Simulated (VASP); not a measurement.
A run of VASP 6.6.1:

Contents of INCAR:

```
SYSTEM = SiB4W
  ALGO = Normal
  EDIFF = 1E-6
  ENCUT = 520
  GGA = PE
  ISIF = 2
  ISMEAR = 0
  LASPH = .True.
  LCHARG = .True.
  LELF = .True.
  LREAL = .False.
  LVHAR = .True.
  LWAVE = .False.
  NBANDS = 24
  NELM = 80
  PREC = Accurate
  SIGMA = 0.1
```

Contents of KPOINTS:

```
k-points
0
Gamma
  12 12 6
  0 0 0
```

File POSCAR:

```
SiB4W
1.0
    2.9971011434      0.0000000000      0.0000000000
   -1.4985505717      2.5955657279      0.0000000000
    0.0000000000      0.0000000000      6.9945165126
Si B W
1 4 1
Direct
    0.0000000000      0.0000000000      0.5000000000
    0.3333333333      0.6666666667      0.7548205530
    0.3333333333      0.6666666667      0.2451794470
    0.6666666667      0.3333333333      0.7548205530
    0.6666666667      0.3333333333      0.2451794470
    0.0000000000      0.0000000000      0.0000000000
```

Potentials or basis: VASP PAW PBE potentials, release 64 (Si, B, W_sv).

Launch:

```bash
$ cat potpaw_PBE.64/Si/POTCAR potpaw_PBE.64/B/POTCAR potpaw_PBE.64/W_sv/POTCAR > POTCAR
$ mpirun -np 1 vasp_std > vasp.out
```

Hardware: 1 thread of Intel(R) Xeon(R) 6975P-C (Granite Rapids), with other jobs on the host.

Question: How long does it take, and how much memory?

Answer: It took 36 s on 1 thread of Intel(R) Xeon(R) 6975P-C (Granite Rapids), with other jobs on the host, peak memory 0.24 GiB. Counts: scf iterations 13, k points 76.
